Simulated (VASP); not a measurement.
# MgO (P6_3mc) in VASP: single point with PBEsol

Aim: the single point of MgO with PBEsol.

All numbers are computed with VASP 6.6.1; they aren't measurements. Logs are shortened: lines on timing, memory, paths and dates and some standing lists are left out, and cuts for length are marked.

### 1 The cell of the first run

It takes space group P6_3mc (No. 186, hexagonal). Conventional cell: a = 3.251 Å, b = 3.251 Å, c = 10.386 Å, α = 90.00°, β = 90.00°, γ = 120.00°. Within 2.6 Å of Mg (site symmetry 3m) lie 4 O at 1.97 to 1.98 Å. Within 2.6 Å of Mg (site symmetry 3m) lie 4 O at 1.97 to 1.99 Å. Within 2.6 Å of O (site symmetry 3m) lie 4 Mg at 1.97 Å. O (site symmetry 3m) has 4 Mg at 1.98 to 1.99 Å within 2.6 Å.

### 2 Single point, PBEsol

File INCAR:

```
  PREC = Accurate
  ENCUT = 520
  EDIFF = 1E-6
  ISMEAR = 0
  SIGMA = 0.01
  LREAL = False
  LASPH = True
  NELM = 100
  ALGO = Normal
  ISIF = 2
  LWAVE = False
  LCHARG = False
  GGA = PS
  NBANDS = 26
```

File KPOINTS:

```
Automatic mesh
0
Gamma
  6 6 2
```

File POSCAR:

```
MgO
1.0
    3.2505940000      0.0000000000      0.0000000000
   -1.6252970000      2.8150970000      0.0000000000
    0.0000000000      0.0000000000     10.3863380000
Mg O
4 4
Direct
    0.3333333333      0.6666666667      0.9696620000
    0.0000000000      0.0000000000      0.2210020000
    0.0000000000      0.0000000000      0.7210020000
    0.6666666667      0.3333333333      0.4696620000
    0.3333333333      0.6666666667      0.7798400000
    0.0000000000      0.0000000000      0.5294930000
    0.0000000000      0.0000000000      0.0294930000
    0.6666666667      0.3333333333      0.2798400000
```

Potentials or basis: VASP PAW PBE potentials, release 64 (Mg, O).

The run is started by

```
$ cat potpaw_PBE.64/Mg/POTCAR potpaw_PBE.64/O/POTCAR > POTCAR
$ mpirun -np 1 vasp_std > vasp.out
```

OUTCAR:

```text
PREC = Accurate
   ENCUT = 520
   EDIFF = 1E-6
   ISMEAR = 0
   LREAL = False
   LASPH = True
   NELM = 100
   ISIF = 2
   GGA = PS

 ion  position               nearest neighbor table
   1  0.333  0.667  0.970-   5 1.97   7 1.98   7 1.98   7 1.98   3 3.19   3 3.19   3 3.19   2 3.22
                             2 3.22   2 3.22
   2  0.000  0.000  0.221-   8 1.97   8 1.97   8 1.97   7 1.99   4 3.19   4 3.19   4 3.19   1 3.22
                             1 3.22   1 3.22
   3  0.000  0.000  0.721-   5 1.97   5 1.97   5 1.97   6 1.99   1 3.19   1 3.19   1 3.19   4 3.22
                             4 3.22   4 3.22
   4  0.667  0.333  0.470-   8 1.97   6 1.98   6 1.98   6 1.98   2 3.19   2 3.19   2 3.19   3 3.22
                             3 3.22   3 3.22
   5  0.333  0.667  0.780-   1 1.97   3 1.97   3 1.97   3 1.97
   6  0.000  0.000  0.529-   4 1.98   4 1.98   4 1.98   3 1.99
   7  0.000  0.000  0.029-   1 1.98   1 1.98   1 1.98   2 1.99
   8  0.667  0.333  0.280-   4 1.97   2 1.97   2 1.97   2 1.97

  LATTYP: Found a hexagonal cell.
 ALAT       =     3.2505940000
 C/A-ratio  =     3.1952123212

  Lattice vectors:

 A1 = (   3.2505940000,   0.0000000000,   0.0000000000)
 A2 = (  -1.6252970000,   2.8150970000,   0.0000000000)
 A3 = (   0.0000000000,   0.0000000000,  10.3863380000)

Analysis of symmetry for initial positions (statically):
=====================================================================
 Subroutine PRICEL returns:
 Original cell was already a primitive cell.

 Routine SETGRP: Setting up the symmetry group for a
 hexagonal supercell.

 Subroutine GETGRP returns: Found 12 space group operations
 (whereof  6 operations were pure point group operations)
 out of a pool of 24 trial point group operations.

The static configuration has the point symmetry C_3v.
 The point group associated with its full space group is C_6v.

Analysis of symmetry for dynamics (positions and initial velocities):
=====================================================================
 Subroutine PRICEL returns:
 Original cell was already a primitive cell.

 Routine SETGRP: Setting up the symmetry group for a
 hexagonal supercell.

 Subroutine GETGRP returns: Found 12 space group operations
 (whereof  6 operations were pure point group operations)
 out of a pool of 24 trial point group operations.

The dynamic configuration has the point symmetry C_3v.
 The point group associated with its full space group is C_6v.

 Subroutine INISYM returns: Found 12 space group operations
 (whereof  6 operations are pure point group operations),
 and found     1 'primitive' translations

----------------------------------------------------------------------------------------

                                     Primitive cell

  volume of cell :      95.0427

  direct lattice vectors                    reciprocal lattice vectors
     3.250594000  0.000000000  0.000000000     0.307636081  0.177613773  0.000000000
    -1.625297000  2.815097000  0.000000000     0.000000000  0.355227546  0.000000000
     0.000000000  0.000000000 10.386338000     0.000000000  0.000000000  0.096280325

  length of vectors
     3.250594000  3.250594016 10.386338000     0.355227548  0.355227546  0.096280325

  position of ions in fractional coordinates (direct lattice)
     0.333333333  0.666666667  0.969662000
     0.000000000  0.000000000  0.221002000
     0.000000000  0.000000000  0.721002000
     0.666666667  0.333333333  0.469662000
     0.333333333  0.666666667  0.779840000
     0.000000000  0.000000000  0.529493000
     0.000000000  0.000000000  0.029493000
     0.666666667  0.333333333  0.279840000

  ion indices of the primitive-cell ions
   primitive index   ion index
                 1           1
                 2           2
                 3           3
                 4           4
                 5           5
                 6           6
                 7           7
                 8           8

----------------------------------------------------------------------------------------

 KPOINTS: Automatic mesh

Automatic generation of k-mesh.
 Grid dimensions read from file:
 generate k-points for:    6    6    2

 Generating k-lattice:

  Cartesian coordinates                     Fractional coordinates (reciprocal lattice)
     0.051272680  0.029602296  0.000000000     0.166666667 -0.000000000  0.000000000
     0.000000000  0.059204591  0.000000000     0.000000000  0.166666667  0.000000000
     0.000000000  0.000000000  0.048140163     0.000000000  0.000000000  0.500000000

  Length of vectors
     0.059204591  0.059204591  0.048140163

  Shift w.r.t. Gamma in fractional coordinates (k-lattice)
     0.000000000  0.000000000  0.000000000

 Subroutine IBZKPT returns following result:
 ===========================================

 Found     14 irreducible k-points:

 Following reciprocal coordinates:
            Coordinates               Weight
  0.000000  0.000000  0.000000      1.000000
  0.166667  0.000000  0.000000      6.000000
  0.333333  0.000000  0.000000      6.000000
  0.500000  0.000000  0.000000      3.000000
  0.166667  0.166667  0.000000      6.000000
  0.333333  0.166667  0.000000     12.000000
  0.333333  0.333333  0.000000      2.000000
  0.000000  0.000000  0.500000      1.000000
  0.166667  0.000000  0.500000      6.000000
  0.333333  0.000000  0.500000      6.000000
  0.500000  0.000000  0.500000      3.000000
  0.166667  0.166667  0.500000      6.000000
  0.333333  0.166667  0.500000     12.000000
  0.333333  0.333333  0.500000      2.000000
   k-points           NKPTS =     14   k-points in BZ     NKDIM =     14   number of bands    NBANDS=     26
   number of dos      NEDOS =    301   number of ions     NIONS =      8
   total plane-waves  NPLWV =  46080
   dimension x,y,z NGX =    24 NGY =   24 NGZ =   80
   dimension x,y,z NGXF=    48 NGYF=   48 NGZF=  160
   ions per type =               4   4
   NGX,Y,Z   is equivalent  to a cutoff of  12.27, 12.27, 12.80 a.u.
   NGXF,Y,Z  is equivalent  to a cutoff of  24.55, 24.55, 25.61 a.u.
 SYSTEM =  unknown system
   PREC   = accura    normal or accurate (medium, high low for compatibility)
   ISTART =      0    job   : 0-new  1-cont  2-samecut
   ICHARG =      2    charge: 1-file 2-atom 10-const
   ISPIN  =      1    spin polarized calculation?
   LNONCOLLINEAR =      F non collinear calculations
   LSORBIT =      F    spin-orbit coupling
   LASPH  =      T    aspherical Exc in radial PAW
   ENCUT  =  520.0 eV  38.22 Ry    6.18 a.u.   6.04  6.04 19.31*2*pi/ulx,y,z
   NELM   =    100;   NELMIN=  2; NELMDL= -5     # of ELM steps
   EDIFF  = 0.1E-05   stopping-criterion for ELM
   LREAL  =      F    real-space projection
   EDIFFG = 0.1E-04   stopping-criterion for IOM
   NSW    =      0    number of steps for IOM
   IBRION =     -1    ionic relax: 0-MD 1-quasi-New 2-CG
   NFREE  =      0    steps in history (QN), initial steepest desc. (CG)
   ISIF   =      2    stress and relaxation
   ISYM   =      2    0-nonsym 1-usesym 2-fastsym
   POTIM  = 0.5000    time-step for ionic-motion
   TEBEG  =    0.0;   TEEND  =   0.0 temperature during run
   PSTRESS=    0.0 pullay stress
   NELECT =      32.0000    total number of electrons
   NUPDOWN=      -1.0000    fix difference up-down
   EMIN   =  10.00;   EMAX   =-10.00  energy-range for DOS
   EFERMI =   0.00;   METHOD = LEGACY
   ISMEAR =     0;   SIGMA  =   0.01  broadening in eV -4-tet -1-fermi 0-gaus
   EFERMI_NEDOS =   21; number of points for ismear=-14 and -15
   IALGO  =     38    algorithm
   IMIX   =      4    mixing-type and parameters
     AMIX     =   0.40;   BMIX     =  1.00
     AMIX_MAG =   1.60;   BMIX_MAG =  1.00
  volume/ion in A,a.u.               =      11.88        80.17
  Fermi-wavevector in a.u.,A,eV,Ry     =   1.138899  2.152208 17.648001  1.297092
  Thomas-Fermi vector in A             =   2.275603
   LORBIT       =      0    0 simple, 1 ext, 2 COOP (PROOUT), +10 PAW based schemes
   GGA     = PS    functional components
   LHFCALC =     F    Hartree Fock is set to
   AEXX    =    0.0000 exact exchange contribution
   IVDW    =     0    specifies the selected vdW correction
   LEPSILON=     F    determine dielectric tensor
   LRPA    =     F    only Hartree local field effects (RPA)
 non-spin polarized calculation
 Gauss-broadening in eV      SIGMA  =   0.01
  energy-cutoff  :      520.00
  volume of cell :       95.04
 maximum number of plane-waves:      2592
   NGX = 13   NGY = 13   NGZ = 39

 number of electron      32.0000021 magnetization

 Free energy of the ion-electron system (eV)
  ---------------------------------------------------
  ext. energy  EPLUGINS =         0.00000000
  ---------------------------------------------------
  free energy    TOTEN  =       -48.93815824 eV

  energy without entropy =      -48.93815824  energy(sigma->0) =      -48.93815824

 E-fermi :   0.8351     XC(G=0):  -9.9523

 val. band max:        0.7538283597   @ k =   0.0000   0.0000   0.0000
 cond. band min:       4.2401677220   @ k =   0.0000   0.0000   0.0000
 fundamental gap:      3.4863393624
 Fermi energy:         0.8350894133

 k-point     1 :       0.0000    0.0000    0.0000
  band No.  band energies     occupation
      1     -15.1706      2.00000
      2     -14.8321      2.00000
      3     -14.8176      2.00000
      4     -14.4488      2.00000
      5      -2.4005      2.00000
      6      -1.2019      2.00000
[... 18 lines left out ...]
     25      15.1025      0.00000
     26      15.8732      0.00000

 k-point     2 :       0.1667    0.0000    0.0000
  band No.  band energies     occupation
      1     -15.0293      2.00000
      2     -14.7269      2.00000
      3     -14.7133      2.00000
      4     -14.3898      2.00000
      5      -2.1151      2.00000
      6      -1.3324      2.00000
[... 18 lines left out ...]
     25      14.7056      0.00000
[... 318 lines left out ...]
     25      13.9277      0.00000
     26      13.9278      0.00000

 k-point    14 :       0.3333    0.3333    0.5000
  band No.  band energies     occupation
      1     -14.3394      2.00000
      2     -14.3394      2.00000
      3     -14.3300      2.00000
      4     -14.3300      2.00000
      5      -1.6785      2.00000
      6      -1.6785      2.00000
[... 18 lines left out ...]
     25      13.7946      0.00000
     26      13.8219      0.00000

------------------------ aborting loop because EDIFF is reached ----------------------------------------

  FORCE on cell =-STRESS in cart. coord.  units (eV):
  Direction    XX          YY          ZZ          XY          YZ          ZX
  --------------------------------------------------------------------------------------
  -------------------------------------------------------------------------------------
  Total        0.2065439      0.2065439      0.3066151      0.0000000     -0.0000000      0.0000000
  in kB        3.4818050      3.4818051      5.1687498      0.0000000     -0.0000000      0.0000000
  external PRESSURE =       4.0441200 kB  Pullay stress =       0.0000000 kB

 VOLUME and BASIS-vectors are now :
 -----------------------------------------------------------------------------
  energy-cutoff  :      520.00
  volume of cell :       95.04
      direct lattice vectors                 reciprocal lattice vectors
     3.250594000  0.000000000  0.000000000     0.307636081  0.177613773  0.000000000
    -1.625297000  2.815097000  0.000000000     0.000000000  0.355227546  0.000000000
     0.000000000  0.000000000 10.386338000     0.000000000  0.000000000  0.096280325

 POSITION                                       TOTAL-FORCE (eV/Angst)
 -----------------------------------------------------------------------------------
     -0.00000      1.87673     10.07124        -0.000000      0.000000      0.001461
      0.00000      0.00000      2.29540         0.000000     -0.000000      0.004601
      0.00000      0.00000      7.48857        -0.000000      0.000000      0.004601
      1.62530      0.93837      4.87807         0.000000      0.000000      0.001461
     -0.00000      1.87673      8.09968         0.000000     -0.000000     -0.002568
      0.00000      0.00000      5.49949        -0.000000      0.000000     -0.003494
      0.00000      0.00000      0.30632         0.000000      0.000000     -0.003494
      1.62530      0.93837      2.90651        -0.000000      0.000000     -0.002568
 -----------------------------------------------------------------------------------
    total drift:                               -0.000000     -0.000001     -0.000724

  FREE ENERGIE OF THE ION-ELECTRON SYSTEM (eV)
  ---------------------------------------------------
  free  energy   TOTEN  =       -48.9381582401 eV

  energy  without entropy=      -48.9381582401  energy(sigma->0) =      -48.93815824
```

Run time: 65 s. Hardware: 1 thread of Intel Xeon 8259CL, shared host; peak memory 0.21 GiB.

Results:

```
Free energy            : -48.9382 eV
Pressure               : 0.4 GPa
Largest force          : 0.005 eV/Å
Band gap on the k mesh : 3.49 eV, direct
```

Forces in eV/Å, atoms in the order of the input:
```
Mg   0.000  0.000  0.001
Mg   0.000  0.000  0.005
Mg   0.000  0.000  0.005
Mg   0.000  0.000  0.001
O    0.000  0.000 -0.003
O    0.000  0.000 -0.003
O    0.000  0.000 -0.003
O    0.000  0.000 -0.003
```

Caveat: the PAW data sets were made with another functional, which shifts forces and pressure a little. A hybrid or GW would open this gap; PBEsol tends to underestimate it.
